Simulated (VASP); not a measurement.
# TbMo (P4/mmm) in VASP: further runs

TbMo is run at these levels: PBE; tasks: single point.

Everything below comes from runs of VASP 6.6.1. Logs are shortened: lines on timing, memory, paths and dates and some standing lists are left out, and cuts for length are marked.

## (1) The cell of the first run

The structure is tetragonal, space group P4/mmm (No. 123). Conventional cell: a = 2.948 Å, b = 2.948 Å, c = 4.892 Å, α = 90.00°, β = 90.00°, γ = 90.00°. Tb (site symmetry 4/mmm) has 4 Tb at 2.95 Å and 8 Mo at 3.21 Å within 3.9 Å. Within 3.9 Å of Mo (site symmetry 4/mmm) lie 4 Mo at 2.95 Å and 8 Tb at 3.21 Å.

The cell was generated, and may not be a known phase.

## (2) Single point, PBE

Input file INCAR:

```
ALGO = All ; EDIFF = 1E-6
ENCUT = 690 ; GGA = PE
GGA_COMPAT = F ; ISEARCH = 1
ISIF = 2 ; ISMEAR = 0
KPAR = 4 ; LASPH = T
LCHARG = F ; LMAXMIX = 6
LREAL = F ; LWAVE = F
NBANDS = 24 ; NELM = 300
PREC = Accurate ; SIGMA = 0.1
```

Input file KPOINTS:

```
k-points
0
Gamma
  18 18 12
```

Input file POSCAR:

```
TbMo
1.0
    2.9477083893      0.0000000000      0.0000000000
    0.0000000000      2.9477083893      0.0000000000
    0.0000000000      0.0000000000      4.8923470319
Tb Mo
1 1
Direct
    0.0000000000      0.0000000000      0.5000000000
    0.5000000000      0.5000000000      0.0000000000
```

Potentials or basis: VASP PAW PBE potentials, release 64 (Tb, Mo_sv).

On the command line:

```bash
$ cat potpaw_PBE.64/Tb/POTCAR potpaw_PBE.64/Mo_sv/POTCAR > POTCAR
$ mpirun -np 4 vasp_std > vasp.out
```

OUTCAR:

```text
EDIFF = 1E-6
   ENCUT = 690
   GGA = PE
   ISIF = 2
   ISMEAR = 0
   LASPH = T
   LREAL = F
   NELM = 300
   PREC = Accurate

 ion  position               nearest neighbor table
   1  0.000  0.000  0.500-   2 3.21   2 3.21   2 3.21   2 3.21   2 3.21   2 3.21   2 3.21   2 3.21

   2  0.500  0.500  0.000-   1 3.21   1 3.21   1 3.21   1 3.21   1 3.21   1 3.21   1 3.21   1 3.21

  LATTYP: Found a simple tetragonal cell.
 ALAT       =     2.9477083893
 C/A-ratio  =     1.6597120155

  Lattice vectors:

 A1 = (   2.9477083893,   0.0000000000,   0.0000000000)
 A2 = (   0.0000000000,   2.9477083893,   0.0000000000)
 A3 = (   0.0000000000,   0.0000000000,   4.8923470319)

Analysis of symmetry for initial positions (statically):
=====================================================================
 Subroutine PRICEL returns:
 Original cell was already a primitive cell.

 Routine SETGRP: Setting up the symmetry group for a
 simple tetragonal supercell.

 Subroutine GETGRP returns: Found 16 space group operations
 (whereof 16 operations were pure point group operations)
 out of a pool of 16 trial point group operations.

The static configuration has the point symmetry D_4h.

Analysis of symmetry for dynamics (positions and initial velocities):
=====================================================================
 Subroutine PRICEL returns:
 Original cell was already a primitive cell.

 Routine SETGRP: Setting up the symmetry group for a
 simple tetragonal supercell.

 Subroutine GETGRP returns: Found 16 space group operations
 (whereof 16 operations were pure point group operations)
 out of a pool of 16 trial point group operations.

The dynamic configuration has the point symmetry D_4h.

 Subroutine INISYM returns: Found 16 space group operations
 (whereof 16 operations are pure point group operations),
 and found     1 'primitive' translations

----------------------------------------------------------------------------------------

                                     Primitive cell

  volume of cell :      42.5095

  direct lattice vectors                    reciprocal lattice vectors
     2.947708389  0.000000000  0.000000000     0.339246583  0.000000000  0.000000000
     0.000000000  2.947708389  0.000000000     0.000000000  0.339246583  0.000000000
     0.000000000  0.000000000  4.892347032     0.000000000  0.000000000  0.204400872
[... 80 lines left out ...]
   LSORBIT =      F    spin-orbit coupling
   LASPH  =      T    aspherical Exc in radial PAW
   ENCUT  =  690.0 eV  50.71 Ry    7.12 a.u.   6.31  6.31 10.48*2*pi/ulx,y,z
   NELM   =    300;   NELMIN=  2; NELMDL= -5     # of ELM steps
   EDIFF  = 0.1E-05   stopping-criterion for ELM
   LREAL  =      F    real-space projection
   EDIFFG = 0.1E-04   stopping-criterion for IOM
   NSW    =      0    number of steps for IOM
   IBRION =     -1    ionic relax: 0-MD 1-quasi-New 2-CG
   NFREE  =      0    steps in history (QN), initial steepest desc. (CG)
   ISIF   =      2    stress and relaxation
   ISYM   =      2    0-nonsym 1-usesym 2-fastsym
   POTIM  = 0.5000    time-step for ionic-motion
   TEBEG  =    0.0;   TEEND  =   0.0 temperature during run
   PSTRESS=    0.0 pullay stress
   NELECT =      33.0000    total number of electrons
   NUPDOWN=      -1.0000    fix difference up-down
   EMIN   =  10.00;   EMAX   =-10.00  energy-range for DOS
   EFERMI =   0.00;   METHOD = LEGACY
   ISMEAR =     0;   SIGMA  =   0.10  broadening in eV -4-tet -1-fermi 0-gaus
   EFERMI_NEDOS =   21; number of points for ismear=-14 and -15
   IALGO  =     58    algorithm
   IMIX   =      4    mixing-type and parameters
     AMIX     =   0.40;   BMIX     =  1.00
     AMIX_MAG =   1.60;   BMIX_MAG =  1.00
  volume/ion in A,a.u.               =      21.25       143.43
  Fermi-wavevector in a.u.,A,eV,Ry     =   1.504587  2.843258 30.800635  2.263783
  Thomas-Fermi vector in A             =   2.615547
   LORBIT       =      0    0 simple, 1 ext, 2 COOP (PROOUT), +10 PAW based schemes
   GGA     = PE    functional components
   LHFCALC =     F    Hartree Fock is set to
   AEXX    =    0.0000 exact exchange contribution
   IVDW    =     0    specifies the selected vdW correction
   LEPSILON=     F    determine dielectric tensor
   LRPA    =     F    only Hartree local field effects (RPA)
 non-spin polarized calculation
 Gauss-broadening in eV      SIGMA  =   0.10
  energy-cutoff  :      690.00
  volume of cell :       42.51
 maximum number of plane-waves:      1772
 NGX is ok and might be reduce to    28
   NGX = 13   NGY = 13   NGZ = 21

 number of electron      32.9999994 magnetization

 Free energy of the ion-electron system (eV)
  ---------------------------------------------------
  ext. energy  EPLUGINS =         0.00000000
  ---------------------------------------------------
  free energy    TOTEN  =       -14.27927125 eV

  energy without entropy =      -14.14115747  energy(sigma->0) =      -14.21021436

 E-fermi :   6.3790     XC(G=0): -11.8917

 val. band max:        6.3802969258   @ k =   0.1667   0.1111   0.5000
 cond. band min:       6.3810149319   @ k =   0.2778   0.0556   0.2500
 fundamental gap:      0.0007180061
 Fermi energy:         6.3790099915

 k-point     1 :       0.0000    0.0000    0.0000
  band No.  band energies     occupation
      1     -54.3702      2.00000
      2     -37.0542      2.00000
      3     -28.4078      2.00000
      4     -28.2015      2.00000
      5     -28.2015      2.00000
      6     -14.1279      2.00000
[... 637 lines left out ...]
     23       8.6920      0.00000
     24      10.9238      0.00000

 [... further k-points ...]

------------------------ aborting loop because EDIFF is reached ----------------------------------------

  FORCE on cell =-STRESS in cart. coord.  units (eV):
  Direction    XX          YY          ZZ          XY          YZ          ZX
  --------------------------------------------------------------------------------------
  -------------------------------------------------------------------------------------
  Total       -2.5989529     -2.5989529     -1.3912238      0.0000000     -0.0000000      0.0000000
  in kB      -97.9541198    -97.9541198    -52.4350029      0.0000000     -0.0000000      0.0000000
  external PRESSURE =     -82.7810809 kB  Pullay stress =       0.0000000 kB

 VOLUME and BASIS-vectors are now :
 -----------------------------------------------------------------------------
  energy-cutoff  :      690.00
  volume of cell :       42.51
      direct lattice vectors                 reciprocal lattice vectors
     2.947708389  0.000000000  0.000000000     0.339246583  0.000000000  0.000000000
     0.000000000  2.947708389  0.000000000     0.000000000  0.339246583  0.000000000
     0.000000000  0.000000000  4.892347032     0.000000000  0.000000000  0.204400872

 POSITION                                       TOTAL-FORCE (eV/Angst)
 -----------------------------------------------------------------------------------
      0.00000      0.00000      2.44617         0.000000      0.000000      0.000000
      1.47385      1.47385      0.00000         0.000000      0.000000      0.000000
 -----------------------------------------------------------------------------------
    total drift:                                0.000000      0.000000      0.000000

  FREE ENERGIE OF THE ION-ELECTRON SYSTEM (eV)
  ---------------------------------------------------
  free  energy   TOTEN  =       -14.2792712465 eV

  energy  without entropy=      -14.1411591802  energy(sigma->0) =      -14.21021521
```

stdout:

```text
POSCAR found type information on POSCAR TbMo
 POSCAR found :  2 types and       2 ions
 scaLAPACK will be used
 LDA part: xc-table for (Slater+PW92), standard interpolation
 POSCAR, INCAR and KPOINTS ok, starting setup
[... 98 lines left out ...]
 gam= 0.739 g(H,U,f)=  0.135E-03 0.253E-03 0.744E-04 ort(H,U,f) = 0.182E-03-0.160E-03-0.178E-04
 gam= 0.739 trial= 0.194  step=  0.2284 mean=  0.1943
 gam= 0.531 g(H,U,f)=  0.104E-03 0.949E-04 0.466E-04 ort(H,U,f) = 0.116E-03-0.820E-04-0.414E-04
 gam= 0.531 trial= 0.198  step=  0.3572 mean=  0.1977
 gam= 0.000 g(H,U,f)=  0.128E-03 0.386E-03 0.410E-04 ort(H,U,f) = 0.812E-04-0.583E-04-0.186E-04
 gam= 0.000 trial= 0.214  step=  0.0472 mean=  0.2137
  continued last = 0.063  step=  0.0482 harm=  0.0482 4th-ord=  0.0482
  steps along line     -0.21366E-04   0.21366E-04   0.21366E+00   0.633
```

Run time: 12 min. Hardware: 4 MPI ranks of Intel Xeon Platinum 8259CL at 2.50GHz (Skylake/Cascade Lake), shared host; peak memory 1.2 GiB.

What came out:

- Free energy: -14.2793 eV
- Pressure: -8.3 GPa
- Band gap on the k mesh: zero (an odd number of electrons rules out a gap without spin polarisation)

Stress tensor (GPa, compression positive):
```
-9.80  0.00  0.00
 0.00 -9.80  0.00
 0.00  0.00 -5.24
```

Levels at points of the mesh, in eV from the Fermi level:
```csv
k point,band 14,band 15,band 16,band 17,band 18,band 19,band 20,band 21
"(0.00, 0.00, 0.00)",-0.08,-0.08,0.03,0.03,0.05,0.83,0.83,0.83
"(0.50, 0.00, 0.00)",-0.16,-0.12,-0.11,-0.06,0.12,0.20,0.22,0.81
"(0.50, 0.50, 0.00)",-0.25,-0.25,0.01,0.01,0.12,0.22,3.31,3.76
"(0.00, 0.00, 0.50)",-0.10,-0.09,-0.07,-0.07,0.04,0.31,0.35,1.41
"(0.50, 0.00, 0.50)",-0.15,-0.05,0.03,0.04,0.20,0.45,1.16,1.62
"(0.50, 0.50, 0.50)",-0.11,-0.11,0.19,0.22,0.27,0.27,0.71,0.71
```

Caveat: the cell stands under tension; spin-orbit coupling is left out, which moves the levels of the heavy elements; semilocal functionals describe open f shells poorly, which spoils levels, moments and volumes.

[end of part 1 of 2]
